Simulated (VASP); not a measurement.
The system is Sb.

```
CELL_PARAMETERS angstrom
-1.87134 1.87134 1.87134
1.87134 -1.87134 1.87134
1.87134 1.87134 -1.87134
ATOMIC_POSITIONS crystal
Sb 0.00000 0.00000 0.00000
```

* Program: VASP 6.6.1
* Task: relaxation of cell and atoms
* Functional: RPBE
* Dispersion: D4
* Potentials or basis: VASP PAW PBE potentials, release 64 (Sb)
* Cutoff: 600 eV
* k mesh: 10 × 10 × 10
* Occupations: fermi-dirac, width 0.05 eV
* Spin: no spin polarisation

At the start: pressure -1.6 GPa; volume 26.21 Å³/atom.

Problem. How do energy, volume and symmetry change on relaxing?

Solution. Over 3 steps the energy falls by 3.2 meV/atom and the volume is 25.59 Å³/atom (-2.4 %); space group Im-3m (No. 229, to 0.05 Å).

Step by step:
| step | energy change (eV) | largest force (eV/Å) | pressure (GPa) | volume (Å³) |
| --- | --- | --- | --- | --- |
| 1 | 0.0000 | 0.0000 | -1.60 | 26.21 |
| 2 | -0.0021 | 0.0000 | 1.02 | 25.23 |
| 3 | -0.0032 | 0.0000 | 0.01 | 25.59 |

Final structure:
```
CELL_PARAMETERS angstrom
-1.85638 1.85638 1.85638
1.85638 -1.85638 1.85638
1.85638 1.85638 -1.85638
ATOMIC_POSITIONS crystal
Sb 0.00000 0.00000 0.00000
```

Caveat: the PAW data sets were made with another functional, which shifts forces and pressure a little; pairwise dispersion overbinds metals, which lowers pressure and volume.
